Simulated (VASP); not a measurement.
# CaBe: single point with PBE

CaBe:

```
Ca Be
1.0
     3.86755    0.00000    0.00000
    -1.93378    3.34940    0.00000
     0.00000    0.00000    3.94140
Ca Be
1 1
Cartesian
  0.0000 0.0000 0.0000
  1.9338 1.1165 1.9707
```

```yaml
Program: VASP 6.6.1
Task: single point
Functional: PBE
Potentials_or_basis: VASP PAW PBE potentials, release 64 (Ca_sv, Be)
Cutoff: 520 eV
k_mesh: 18 × 18 × 14
Occupations: gaussian, width 0.1 eV
Spin: no spin polarisation
```

| Property | Result |
| --- | --- |
| Pressure | 0.0 GPa |
| Band gap on the k mesh | zero (band 6 reaches 3.48 eV, above the bottom of band 7 at 1.39 eV) |

Levels at points of the mesh, in eV from the Fermi level:
```tsv
k point	band 4	band 5	band 6	band 7	band 8	band 9
(0.00, 0.00, 0.00)	-21.96	-5.32	1.32	2.03	2.03	2.41
(0.50, 0.00, 0.00)	-21.98	-2.80	-1.85	1.52	1.57	2.64
(0.00, 0.00, 0.50)	-21.95	-3.38	-2.56	2.78	2.78	3.21
(0.50, 0.00, 0.50)	-21.98	-2.08	-0.62	-0.42	1.43	1.67
```

It took 110 s on 1 thread of Intel(R) Xeon(R) Platinum 8559C (Emerald Rapids), with other jobs on the host, peak memory 0.32 GiB.
